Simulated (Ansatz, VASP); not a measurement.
# Be in VASP and in Ansatz

File POSCAR:

```
Be
1.0
    2.2995019849      0.0000000000      0.0000000000
   -1.1497509925      2.1905698485      0.0000000000
    0.0000000000      0.0000000000      3.6009000000
Be
2
Direct
    0.3333333333      0.6666666667      0.2500000000
    0.6666666667      0.3333333333      0.7500000000
```

The input INCAR.step1:

```
  ALGO = Normal
  EDIFF = 1E-4
  ENCUT = 520
  GGA = PE
  ISMEAR = 0
  LASPH = T
  LCHARG = F
  LREAL = F
  LWAVE = T
  NBANDS = 9
  NELM = 60
  PREC = Accurate
  SIGMA = 0.15
```

The input INCAR.step2:

```
  ALGO = Normal
  EDIFF = 1E-7
  ENCUT = 520
  ISIF = 2
  ISMEAR = 0
  ISTART = 1
  LASPH = T
  LCHARG = T
  LELF = T
  LMIXTAU = T
  LREAL = F
  LVHAR = T
  LWAVE = F
  METAGGA = R2SCAN
  NBANDS = 9
  NELM = 60
  PREC = Accurate
  SIGMA = 0.15
```

Contents of KPOINTS:

```
k-points
0
Gamma
  24 24 14
```

Input for Ansatz:

```yaml
crystal:
  lattice:
    - [2.2995019849, 0.0, 0.0]
    - [-1.1497509925, 2.1905698485, 0.0]
    - [0.0, 0.0, 3.6009]
  atoms:
    - { symbol: Be, position: [0.3333333333, 0.6666666667, 0.25] }
    - { symbol: Be, position: [0.6666666667, 0.3333333333, 0.75] }
basis:
  ecutwfc: 500
kpoints:
  mp_grid: { grid: [24, 24, 14] }
hamiltonian:
  xc: r2scan
scf:
  occupations: { method: gaussian, width: 0.15 }
output:
  forces: true
  stress: true
  eigenvalues: true
```

Change from the starting cell: strain +0.1000 x Voigt [0, 1, 0, 0, 0, 0], atoms carried along.

Alike in both runs: task single point; functional r2SCAN; k mesh 24 × 24 × 14; occupations gaussian, width 0.15 eV; no spin polarisation.

```csv
,VASP,Ansatz
version,VASP 6.6.1,Ansatz 0.2.0
potentials or method,"VASP PAW PBE potentials, release 64 (Be), cutoff 520 eV","scalar-relativistic, plane waves, PAW"
valence electrons in the cell,4,4
```

```csv
,VASP,Ansatz,Ansatz less VASP
gap on the k mesh at the Fermi level (eV),none,none,-
pressure (GPa),-12.2,-12.3,-0.09
"traceless stress, the component that is largest in VASP (GPa)",-15.61,-15.54,+0.073
rms of the force components (eV/Å),0.076,0.074,-0.0019
```

VASP's potentials were made for PBE, not for r2SCAN. Atom by atom the forces differ by 0.002 eV/Å (rms over components). A gap of «none» marks a metal or a gap that the smearing closes. With one functional, cell and mesh, what is left measures potentials, basis and numerics.
